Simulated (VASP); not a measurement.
# V (Im-3m) in VASP: single point with PBE

Aim: the single point of V with PBE.

Everything below comes from runs of VASP 6.6.1. Logs are shortened: lines on timing, memory, paths and dates and some standing lists are left out, and cuts for length are marked.

### 1 The cell of the first run

The structure is cubic, space group Im-3m (No. 229). The conventional cell has a = 2.999 Å, b = 2.999 Å, c = 2.999 Å, α = 90.00°, β = 90.00°, γ = 90.00°. V (site symmetry m-3m) has 14 V at 2.60 to 3.00 Å within 3.4 Å.

### 2 Single point, PBE, collinear spin, ferromagnetic start

File INCAR:

```
SYSTEM = V
PREC = Accurate
ENCUT = 520
EDIFF = 1E-6
ISMEAR = -1
SIGMA = 0.1
LREAL = .False.
LASPH = .True.
NELM = 150
ALGO = Normal
ISIF = 2
LWAVE = .False.
LCHARG = .False.
ISPIN = 2
MAGMOM = 1.5 1.5
LORBIT = 11
LMAXMIX = 4
GGA = PE
NBANDS = 24
```

File KPOINTS:

```
regular mesh
0
Gamma
  13 13 13
  0 0 0
```

File POSCAR:

```
V
1.0
    2.9985244026      0.0000000000      0.0000000000
    0.0000000000      2.9985244026      0.0000000000
    0.0000000000      0.0000000000      2.9985244026
V
2
Direct
    0.0000000000      0.0000000000      0.0000000000
    0.5000000000      0.5000000000      0.5000000000
```

Potentials or basis: VASP PAW PBE potentials, release 64 (V_sv).

On the command line:

```sh
> cat potpaw_PBE.64/V_sv/POTCAR > POTCAR
> mpirun -np 1 vasp_std > vasp.out
```

OUTCAR:

```text
SYSTEM = V
   PREC = Accurate
   ENCUT = 520
   EDIFF = 1E-6
   ISMEAR = -1
   LREAL = .False.
   LASPH = .True.
   NELM = 150
   ISIF = 2
   ISPIN = 2
   LORBIT = 11
   GGA = PE

 ion  position               nearest neighbor table
   1  0.000  0.000  0.000-   2 2.60   2 2.60   2 2.60   2 2.60   2 2.60   2 2.60   2 2.60   2 2.60

   2  0.500  0.500  0.500-   1 2.60   1 2.60   1 2.60   1 2.60   1 2.60   1 2.60   1 2.60   1 2.60

  LATTYP: Found a simple cubic cell.
 ALAT       =     2.9985244026

  Lattice vectors:

 A1 = (   2.9985244026,   0.0000000000,   0.0000000000)
 A2 = (   0.0000000000,   2.9985244026,   0.0000000000)
 A3 = (   0.0000000000,   0.0000000000,   2.9985244026)

Analysis of symmetry for initial positions (statically):
=====================================================================
 Subroutine PRICEL returns following result:

  LATTYP: Found a body centered cubic cell.
 ALAT       =     2.9985244026

  Lattice vectors:

 A1 = (   1.4992622013,   1.4992622013,  -1.4992622013)
 A2 = (  -1.4992622013,   1.4992622013,   1.4992622013)
 A3 = (   1.4992622013,  -1.4992622013,   1.4992622013)

   2 primitive cells build up your supercell.

 Routine SETGRP: Setting up the symmetry group for a
 simple cubic supercell.

 Subroutine GETGRP returns: Found 48 space group operations
 (whereof 48 operations were pure point group operations)
 out of a pool of 48 trial point group operations.

The static configuration has the point symmetry O_h .

Analysis of symmetry for dynamics (positions and initial velocities):
=====================================================================
 Subroutine PRICEL returns following result:

  LATTYP: Found a body centered cubic cell.
 ALAT       =     2.9985244026

  Lattice vectors:

 A1 = (   1.4992622013,   1.4992622013,  -1.4992622013)
 A2 = (  -1.4992622013,   1.4992622013,   1.4992622013)
 A3 = (   1.4992622013,  -1.4992622013,   1.4992622013)

   2 primitive cells build up your supercell.

 Routine SETGRP: Setting up the symmetry group for a
 simple cubic supercell.

 Subroutine GETGRP returns: Found 48 space group operations
 (whereof 48 operations were pure point group operations)
 out of a pool of 48 trial point group operations.

The dynamic configuration has the point symmetry O_h .

Analysis of structural, dynamic, and magnetic symmetry:
=====================================================================
 Subroutine PRICEL returns following result:

  LATTYP: Found a body centered cubic cell.
 ALAT       =     2.9985244026

  Lattice vectors:

 A1 = (   1.4992622013,   1.4992622013,  -1.4992622013)
 A2 = (  -1.4992622013,   1.4992622013,   1.4992622013)
 A3 = (   1.4992622013,  -1.4992622013,   1.4992622013)

   2 primitive cells build up your supercell.

 Routine SETGRP: Setting up the symmetry group for a
 simple cubic supercell.

 Subroutine GETGRP returns: Found 48 space group operations
 (whereof 48 operations were pure point group operations)
 out of a pool of 48 trial point group operations.

The overall configuration has the point symmetry O_h .

 Subroutine INISYM returns: Found 48 space group operations
 (whereof 48 operations are pure point group operations),
 and found     2 'primitive' translations

----------------------------------------------------------------------------------------

                                     Primitive cell

  volume of cell :      13.4801

  direct lattice vectors                    reciprocal lattice vectors
     1.499262201  1.499262201 -1.499262201     0.333497369  0.333497369  0.000000000
    -1.499262201  1.499262201  1.499262201    -0.000000000  0.333497369  0.333497369
     1.499262201 -1.499262201  1.499262201     0.333497369  0.000000000  0.333497369

  length of vectors
     2.596798307  2.596798307  2.596798307     0.471636503  0.471636503  0.471636503

  position of ions in fractional coordinates (direct lattice)
     0.000000000  0.000000000  0.000000000

  ion indices of the primitive-cell ions
   primitive index   ion index
                 1           1

----------------------------------------------------------------------------------------

 KPOINTS: regular mesh

Automatic generation of k-mesh.
 Grid dimensions read from file:
 generate k-points for:   13   13   13

 Generating k-lattice:

  Cartesian coordinates                     Fractional coordinates (reciprocal lattice)
     0.025653644  0.000000000  0.000000000     0.076923077  0.000000000  0.000000000
     0.000000000  0.025653644  0.000000000     0.000000000  0.076923077  0.000000000
     0.000000000  0.000000000  0.025653644     0.000000000  0.000000000  0.076923077

  Length of vectors
     0.025653644  0.025653644  0.025653644

  Shift w.r.t. Gamma in fractional coordinates (k-lattice)
     0.000000000  0.000000000  0.000000000

 Subroutine IBZKPT returns following result:
 ===========================================

 Found     84 irreducible k-points:

 Following reciprocal coordinates:
            Coordinates               Weight
  0.000000  0.000000  0.000000      1.000000
  0.076923  0.000000  0.000000      6.000000
  0.153846  0.000000  0.000000      6.000000
  0.230769  0.000000  0.000000      6.000000
  0.307692  0.000000  0.000000      6.000000
  0.384615  0.000000  0.000000      6.000000
[... 16 lines left out ...]
  0.307692  0.307692  0.000000     12.000000
  0.384615  0.307692  0.000000     24.000000
 [... further k-points ...]
   k-points           NKPTS =     84   k-points in BZ     NKDIM =     84   number of bands    NBANDS=     24
   number of dos      NEDOS =    301   number of ions     NIONS =      2
   total plane-waves  NPLWV =  13824
   dimension x,y,z NGX =    24 NGY =   24 NGZ =   24
   dimension x,y,z NGXF=    48 NGYF=   48 NGZF=   48
   ions per type =               2
   NGX,Y,Z   is equivalent  to a cutoff of  13.31, 13.31, 13.31 a.u.
   NGXF,Y,Z  is equivalent  to a cutoff of  26.61, 26.61, 26.61 a.u.
 SYSTEM =  V
   PREC   = accura    normal or accurate (medium, high low for compatibility)
   ISTART =      0    job   : 0-new  1-cont  2-samecut
   ICHARG =      2    charge: 1-file 2-atom 10-const
   ISPIN  =      2    spin polarized calculation?
   LNONCOLLINEAR =      F non collinear calculations
   LSORBIT =      F    spin-orbit coupling
   LASPH  =      T    aspherical Exc in radial PAW
   ENCUT  =  520.0 eV  38.22 Ry    6.18 a.u.   5.58  5.58  5.58*2*pi/ulx,y,z
   NELM   =    150;   NELMIN=  2; NELMDL= -5     # of ELM steps
   EDIFF  = 0.1E-05   stopping-criterion for ELM
   LREAL  =      F    real-space projection
   EDIFFG = 0.1E-04   stopping-criterion for IOM
   NSW    =      0    number of steps for IOM
   IBRION =     -1    ionic relax: 0-MD 1-quasi-New 2-CG
   NFREE  =      0    steps in history (QN), initial steepest desc. (CG)
   ISIF   =      2    stress and relaxation
   ISYM   =      2    0-nonsym 1-usesym 2-fastsym
   POTIM  = 0.5000    time-step for ionic-motion
   TEBEG  =    0.0;   TEEND  =   0.0 temperature during run
   PSTRESS=    0.0 pullay stress
   NELECT =      26.0000    total number of electrons
   NUPDOWN=      -1.0000    fix difference up-down
   EMIN   =  10.00;   EMAX   =-10.00  energy-range for DOS
   EFERMI =   0.00;   METHOD = LEGACY
   ISMEAR =    -1;   SIGMA  =   0.10  broadening in eV -4-tet -1-fermi 0-gaus
   EFERMI_NEDOS =   21; number of points for ismear=-14 and -15
   IALGO  =     38    algorithm
   IMIX   =      4    mixing-type and parameters
     AMIX     =   0.40;   BMIX     =  1.00
     AMIX_MAG =   1.60;   BMIX_MAG =  1.00
  volume/ion in A,a.u.               =      13.48        90.97
  Fermi-wavevector in a.u.,A,eV,Ry     =   1.617428  3.056496 35.593850  2.616074
  Thomas-Fermi vector in A             =   2.711855
   LORBIT       =     11    0 simple, 1 ext, 2 COOP (PROOUT), +10 PAW based schemes
   GGA     = PE    functional components
   LHFCALC =     F    Hartree Fock is set to
   AEXX    =    0.0000 exact exchange contribution
   IVDW    =     0    specifies the selected vdW correction
   LEPSILON=     F    determine dielectric tensor
   LRPA    =     F    only Hartree local field effects (RPA)
 spin polarized calculation
  energy-cutoff  :      520.00
  volume of cell :       26.96
 maximum number of plane-waves:       739
 NGX is ok and might be reduce to    24
   NGX = 11   NGY = 11   NGZ = 11

 number of electron      25.9999988 magnetization       0.0015731

 number of electron      25.9999988 magnetization      -0.0001493

 Free energy of the ion-electron system (eV)
  ---------------------------------------------------
  ext. energy  EPLUGINS =         0.00000000
  ---------------------------------------------------
  free energy    TOTEN  =       -18.04160045 eV

  energy without entropy =      -17.92692274  energy(sigma->0) =      -17.98426160

 E-fermi :   9.7191     XC(G=0): -12.8999

 val. band max:        9.7103791897   @ k =   0.4615   0.1538   0.0769
 cond. band min:       9.7230514745   @ k =   0.2308   0.1538   0.0769
 fundamental gap:      0.0126722848
 Fermi energy:         9.7191012499

 spin component 1

 k-point     1 :       0.0000    0.0000    0.0000
  band No.  band energies     occupation
      1     -54.0170      1.00000
      2     -53.6841      1.00000
      3     -27.9318      1.00000
      4     -27.9318      1.00000
      5     -27.9318      1.00000
      6     -27.3192      1.00000
[... 637 lines left out ...]
     23      26.2662      0.00000
     24      26.5787      0.00000

 [... further k-points ...]

 spin component 2

 k-point     1 :       0.0000    0.0000    0.0000
  band No.  band energies     occupation
      1     -54.0171      1.00000
      2     -53.6842      1.00000
      3     -27.9318      1.00000
      4     -27.9318      1.00000
      5     -27.9318      1.00000
      6     -27.3193      1.00000
[... 637 lines left out ...]
     23      26.2662      0.00000
     24      26.5786      0.00000

 [... further k-points ...]

------------------------ aborting loop because EDIFF is reached ----------------------------------------

  FORCE on cell =-STRESS in cart. coord.  units (eV):
  Direction    XX          YY          ZZ          XY          YZ          ZX
  --------------------------------------------------------------------------------------
  -------------------------------------------------------------------------------------
  Total        0.0429425      0.0429425      0.0429425     -0.0000000     -0.0000000      0.0000000
  in kB        2.5519654      2.5519654      2.5519654     -0.0000000     -0.0000000      0.0000000
  external PRESSURE =       2.5519654 kB  Pullay stress =       0.0000000 kB

 VOLUME and BASIS-vectors are now :
 -----------------------------------------------------------------------------
  energy-cutoff  :      520.00
  volume of cell :       26.96
      direct lattice vectors                 reciprocal lattice vectors
     2.998524403  0.000000000  0.000000000     0.333497369  0.000000000  0.000000000
     0.000000000  2.998524403  0.000000000     0.000000000  0.333497369  0.000000000
     0.000000000  0.000000000  2.998524403     0.000000000  0.000000000  0.333497369

 POSITION                                       TOTAL-FORCE (eV/Angst)
 -----------------------------------------------------------------------------------
      0.00000      0.00000      0.00000        -0.000000      0.000000     -0.000000
      1.49926      1.49926      1.49926         0.000000     -0.000000      0.000000
 -----------------------------------------------------------------------------------
    total drift:                                0.000000      0.000000     -0.000000

  FREE ENERGIE OF THE ION-ELECTRON SYSTEM (eV)
  ---------------------------------------------------
  free  energy   TOTEN  =       -18.0416004465 eV

  energy  without entropy=      -17.9269227446  energy(sigma->0) =      -17.98426160

 total charge

# of ion       s       p       d       tot
------------------------------------------
    1        2.341   6.222   3.088  11.651
    2        2.341   6.222   3.088  11.651
--------------------------------------------------
tot          4.682  12.443   6.176  23.301

 magnetization (x)

# of ion       s       p       d       tot
------------------------------------------
    1       -0.000  -0.000  -0.000  -0.000
    2       -0.000  -0.000  -0.000  -0.000
--------------------------------------------------
tot         -0.000  -0.000  -0.000  -0.000
```

Run time: 2.3 min. Hardware: 1 thread of Intel Xeon 8259CL, shared host; peak memory 0.2 GiB.

What came out:

| Item | Value |
| --- | --- |
| Free energy | -18.0416 eV |
| Pressure | 0.3 GPa |
| Band gap on the k mesh | zero (filled and empty bands overlap) |
| Net moment | 0.00 μB per cell |
| Valence electrons inside the program's atomic spheres | V 11.65 |

Levels at points of the mesh, in eV from the Fermi level:
Spin up:
| k point | band 11 | band 12 | band 13 | band 14 | band 15 | band 16 |
| --- | --- | --- | --- | --- | --- | --- |
| (0.00, 0.00, 0.00) | -3.01 | 0.39 | 0.39 | 0.39 | 2.40 | 2.40 |
Spin down:
| k point | band 10 | band 11 | band 12 | band 13 | band 14 | band 15 | band 16 | band 17 |
| --- | --- | --- | --- | --- | --- | --- | --- | --- |
| (0.00, 0.00, 0.00) | -3.01 | -3.01 | 0.39 | 0.39 | 0.39 | 2.40 | 2.40 | 3.70 |
